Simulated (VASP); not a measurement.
# Zr (P6_3/mmc) in VASP: a series of runs

The runs below take Zr through single point, with PBE.

All numbers are computed with VASP 6.6.1; they aren't measurements. Logs are shortened: lines on timing, memory, paths and dates and some standing lists are left out, and cuts for length are marked.

### 1 The cell of the first run

It takes space group P6_3/mmc (No. 194, hexagonal). Conventional cell: a = 3.111 Å, b = 3.111 Å, c = 5.045 Å, α = 90.00°, β = 90.00°, γ = 120.00°. Within 4.1 Å of Zr (site symmetry -6m2) lie 12 Zr at 3.10 to 3.11 Å.

### 2 Single point, PBE

The input, INCAR:

```
PREC = Accurate ; ENCUT = 520
EDIFF = 1E-6 ; ISMEAR = -1
SIGMA = 0.05 ; LREAL = F
LASPH = T ; NELM = 60
ALGO = Normal ; ISIF = 2
LWAVE = F ; LCHARG = F
GGA = PE ; NBANDS = 19
```

The input, KPOINTS:

```
regular mesh
0
Gamma
  14 14 8
```

The input, POSCAR:

```
Zr
1.0
    3.1105157484      0.0000000000      0.0000000000
   -1.5552578742      2.6937856570      0.0000000000
    0.0000000000      0.0000000000      5.0448989028
Zr
2
Direct
    0.3333333333      0.6666666667      0.2500000000
    0.6666666667      0.3333333333      0.7500000000
```

Potentials or basis: VASP PAW PBE potentials, release 64 (Zr_sv).

Started as:

```console
> cat potpaw_PBE.64/Zr_sv/POTCAR > POTCAR
> mpirun -np 1 vasp_std > vasp.out
```

OUTCAR:

```text
PREC = Accurate
   ENCUT = 520
   EDIFF = 1E-6
   ISMEAR = -1
   LREAL = F
   LASPH = T
   NELM = 60
   ISIF = 2
   GGA = PE

 ion  position               nearest neighbor table
   1  0.333  0.667  0.250-   2 3.10   2 3.10   2 3.10   2 3.10   2 3.10   2 3.10
   2  0.667  0.333  0.750-   1 3.10   1 3.10   1 3.10   1 3.10   1 3.10   1 3.10

  LATTYP: Found a hexagonal cell.
 ALAT       =     3.1105157484
 C/A-ratio  =     1.6218850219

  Lattice vectors:

 A1 = (   3.1105157484,   0.0000000000,   0.0000000000)
 A2 = (  -1.5552578742,   2.6937856570,   0.0000000000)
 A3 = (   0.0000000000,   0.0000000000,   5.0448989028)

Analysis of symmetry for initial positions (statically):
=====================================================================
 Subroutine PRICEL returns:
 Original cell was already a primitive cell.

 Routine SETGRP: Setting up the symmetry group for a
 hexagonal supercell.

 Subroutine GETGRP returns: Found 24 space group operations
 (whereof 12 operations were pure point group operations)
 out of a pool of 24 trial point group operations.

The static configuration has the point symmetry D_3d.
 The point group associated with its full space group is D_6h.

Analysis of symmetry for dynamics (positions and initial velocities):
=====================================================================
 Subroutine PRICEL returns:
 Original cell was already a primitive cell.

 Routine SETGRP: Setting up the symmetry group for a
 hexagonal supercell.

 Subroutine GETGRP returns: Found 24 space group operations
 (whereof 12 operations were pure point group operations)
 out of a pool of 24 trial point group operations.

The dynamic configuration has the point symmetry D_3d.
 The point group associated with its full space group is D_6h.

 Subroutine INISYM returns: Found 24 space group operations
 (whereof 12 operations are pure point group operations),
 and found     1 'primitive' translations

----------------------------------------------------------------------------------------

                                     Primitive cell

  volume of cell :      42.2715

  direct lattice vectors                    reciprocal lattice vectors
     3.110515748  0.000000000  0.000000000     0.321490094  0.185612392  0.000000000
    -1.555257874  2.693785657  0.000000000     0.000000000  0.371224784  0.000000000
     0.000000000  0.000000000  5.044898903     0.000000000  0.000000000  0.198220028

[... 69 lines left out ...]
   dimension x,y,z NGXF=    48 NGYF=   48 NGZF=   80
   ions per type =               2
   NGX,Y,Z   is equivalent  to a cutoff of  12.83, 12.83, 13.18 a.u.
   NGXF,Y,Z  is equivalent  to a cutoff of  25.65, 25.65, 26.36 a.u.
 SYSTEM =  unknown system
   PREC   = accura    normal or accurate (medium, high low for compatibility)
   ISTART =      0    job   : 0-new  1-cont  2-samecut
   ICHARG =      2    charge: 1-file 2-atom 10-const
   ISPIN  =      1    spin polarized calculation?
   LNONCOLLINEAR =      F non collinear calculations
   LSORBIT =      F    spin-orbit coupling
   LASPH  =      T    aspherical Exc in radial PAW
   ENCUT  =  520.0 eV  38.22 Ry    6.18 a.u.   5.78  5.78  9.38*2*pi/ulx,y,z
   NELM   =     60;   NELMIN=  2; NELMDL= -5     # of ELM steps
   EDIFF  = 0.1E-05   stopping-criterion for ELM
   LREAL  =      F    real-space projection
   EDIFFG = 0.1E-04   stopping-criterion for IOM
   NSW    =      0    number of steps for IOM
   IBRION =     -1    ionic relax: 0-MD 1-quasi-New 2-CG
   NFREE  =      0    steps in history (QN), initial steepest desc. (CG)
   ISIF   =      2    stress and relaxation
   ISYM   =      2    0-nonsym 1-usesym 2-fastsym
   POTIM  = 0.5000    time-step for ionic-motion
   TEBEG  =    0.0;   TEEND  =   0.0 temperature during run
   PSTRESS=    0.0 pullay stress
   NELECT =      24.0000    total number of electrons
   NUPDOWN=      -1.0000    fix difference up-down
   EMIN   =  10.00;   EMAX   =-10.00  energy-range for DOS
   EFERMI =   0.00;   METHOD = LEGACY
   ISMEAR =    -1;   SIGMA  =   0.05  broadening in eV -4-tet -1-fermi 0-gaus
   EFERMI_NEDOS =   21; number of points for ismear=-14 and -15
   IALGO  =     38    algorithm
   IMIX   =      4    mixing-type and parameters
     AMIX     =   0.40;   BMIX     =  1.00
     AMIX_MAG =   1.60;   BMIX_MAG =  1.00
  volume/ion in A,a.u.               =      21.14       142.63
  Fermi-wavevector in a.u.,A,eV,Ry     =   1.355593  2.561699 25.002502  1.837632
  Thomas-Fermi vector in A             =   2.482667
   LORBIT       =      0    0 simple, 1 ext, 2 COOP (PROOUT), +10 PAW based schemes
   GGA     = PE    functional components
[... 5 lines left out ...]
 non-spin polarized calculation
  energy-cutoff  :      520.00
  volume of cell :       42.27
 maximum number of plane-waves:      1182
 NGX is ok and might be reduce to    24
   NGX = 11   NGY = 11   NGZ = 19

 number of electron      24.0000000 magnetization

 Free energy of the ion-electron system (eV)
  ---------------------------------------------------
  ext. energy  EPLUGINS =         0.00000000
  ---------------------------------------------------
  free energy    TOTEN  =       -16.90114282 eV

  energy without entropy =      -16.88324348  energy(sigma->0) =      -16.89219315

 E-fermi :  10.1256     XC(G=0): -11.5286

 val. band max:       10.1083278296   @ k =   0.1429   0.1429   0.3750
 cond. band min:      10.1397846837   @ k =   0.2857   0.2857   0.5000
 fundamental gap:      0.0314568540
 Fermi energy:        10.1256483799

 k-point     1 :       0.0000    0.0000    0.0000
  band No.  band energies     occupation
      1     -38.5471      2.00000
      2     -38.3325      2.00000
      3     -17.2353      2.00000
      4     -16.0667      2.00000
      5     -16.0667      2.00000
      6     -15.9181      2.00000
[... 505 lines left out ...]
      6     -16.4788      2.00000
[... 11 lines left out ...]
     18      15.2042      0.00000
     19      17.3708      0.00000

 [... further k-points ...]
[... 5 lines left out ...]
  --------------------------------------------------------------------------------------
  -------------------------------------------------------------------------------------
  Total        2.9083079      2.9083079      2.9108796      0.0000000     -0.0000000      0.0000000
  in kB      110.2308262    110.2308262    110.3282991      0.0000000     -0.0000000      0.0000000
  external PRESSURE =     110.2633171 kB  Pullay stress =       0.0000000 kB

 VOLUME and BASIS-vectors are now :
 -----------------------------------------------------------------------------
  energy-cutoff  :      520.00
  volume of cell :       42.27
      direct lattice vectors                 reciprocal lattice vectors
     3.110515748  0.000000000  0.000000000     0.321490094  0.185612392  0.000000000
    -1.555257874  2.693785657  0.000000000     0.000000000  0.371224784  0.000000000
     0.000000000  0.000000000  5.044898903     0.000000000  0.000000000  0.198220028

 POSITION                                       TOTAL-FORCE (eV/Angst)
 -----------------------------------------------------------------------------------
     -0.00000      1.79586      1.26122         0.000000      0.000000      0.000000
      1.55526      0.89793      3.78367        -0.000000     -0.000000      0.000000
 -----------------------------------------------------------------------------------
    total drift:                               -0.000000      0.000000     -0.000000

  FREE ENERGIE OF THE ION-ELECTRON SYSTEM (eV)
  ---------------------------------------------------
  free  energy   TOTEN  =       -16.9011428226 eV

  energy  without entropy=      -16.8832434765  energy(sigma->0) =      -16.89219315
```

OSZICAR:

```text
N       E                     dE             d eps       ncg     rms          rms(c)
DAV:   1     0.218146837153E+03    0.21815E+03   -0.13404E+04  4568   0.127E+03
DAV:   2    -0.133185114983E+01   -0.21948E+03   -0.21498E+03  5314   0.372E+02
DAV:   3    -0.170359050266E+02   -0.15704E+02   -0.15552E+02  8157   0.726E+01
DAV:   4    -0.174647475376E+02   -0.42884E+00   -0.42835E+00  5369   0.119E+01
DAV:   5    -0.174763567514E+02   -0.11609E-01   -0.11607E-01  6647   0.144E+00    0.172E+01
DAV:   6    -0.169810831730E+02    0.49527E+00   -0.77309E-01  4947   0.696E+00    0.721E+00
DAV:   7    -0.168938962958E+02    0.87187E-01   -0.54847E-01  6744   0.511E+00    0.115E+00
DAV:   8    -0.169011033345E+02   -0.72070E-02   -0.36453E-02  5942   0.158E+00    0.203E-01
DAV:   9    -0.169011722356E+02   -0.68901E-04   -0.99285E-04  6037   0.281E-01    0.252E-02
DAV:  10    -0.169011395703E+02    0.32665E-04   -0.33437E-05  5891   0.435E-02    0.161E-02
DAV:  11    -0.169011431550E+02   -0.35847E-05   -0.57160E-06  4975   0.262E-02    0.264E-03
DAV:  12    -0.169011428226E+02    0.33236E-06   -0.12773E-07  2880   0.238E-03
   1 F= -.16901143E+02 E0= -.16892193E+02  d E =-.178993E-01
```

Run time: 42 s. Hardware: 1 thread of AMD EPYC 9R45 (Zen 5), shared host; peak memory 0.18 GiB.

Results:

- Free energy: -16.9011 eV
- Pressure: 11.0 GPa
- Band gap on the k mesh: zero (band 12 reaches 11.17 eV, above the bottom of band 13 at 9.84 eV)

### 3 Single point, PBE

The input, INCAR:

```
SYSTEM = Zr
PREC = Accurate ; ENCUT = 520
EDIFF = 1E-7 ; ISMEAR = -1
SIGMA = 0.05 ; LREAL = .FALSE.
LASPH = .TRUE. ; NELM = 60
ALGO = Normal ; ISIF = 2
LWAVE = .FALSE. ; LCHARG = .FALSE.
GGA = PE ; NBANDS = 19
```

The input, KPOINTS:

```
Automatic mesh
0
G
  14 14 8
  0 0 0
```

The input, POSCAR:

```
Zr
1.0
    3.1106713228      0.0000000000      0.0000000000
   -1.5553356614      2.6939203883      0.0000000000
    0.0000000000      0.0000000000      5.0458942194
Zr
2
Direct
    0.3333333333      0.6666666667      0.2500000000
    0.6666666667      0.3333333333      0.7500000000
```

Potentials or basis: VASP PAW PBE potentials, release 64 (Zr_sv).

Started as:

```console
> cat potpaw_PBE.64/Zr_sv/POTCAR > POTCAR
> mpirun -np 1 vasp_std > vasp.out
```

Wall time 48 s (1 thread of AMD EPYC 9R45 (Zen 5), shared host); peak memory 0.18 GiB.

The run converged. Its results:

| Property | Result |
| --- | --- |
| Free energy | -16.9020 eV |
| Pressure | 11.0 GPa |
| Band gap on the k mesh | zero (band 12 reaches 11.17 eV, above the bottom of band 13 at 9.83 eV) |

Levels at points of the mesh, in eV from the Fermi level:
```csv
k point,band 10,band 11,band 12,band 13,band 14,band 15
"(0.00, 0.00, 0.00)",-3.31,0.86,0.89,0.89,1.42,1.64
"(0.50, 0.00, 0.00)",-2.65,-2.48,0.07,0.62,0.78,1.54
"(0.00, 0.00, 0.50)",-4.03,-0.06,-0.06,0.82,0.82,0.82
"(0.50, 0.00, 0.50)",-3.18,-1.32,-1.32,2.03,2.03,2.47
```
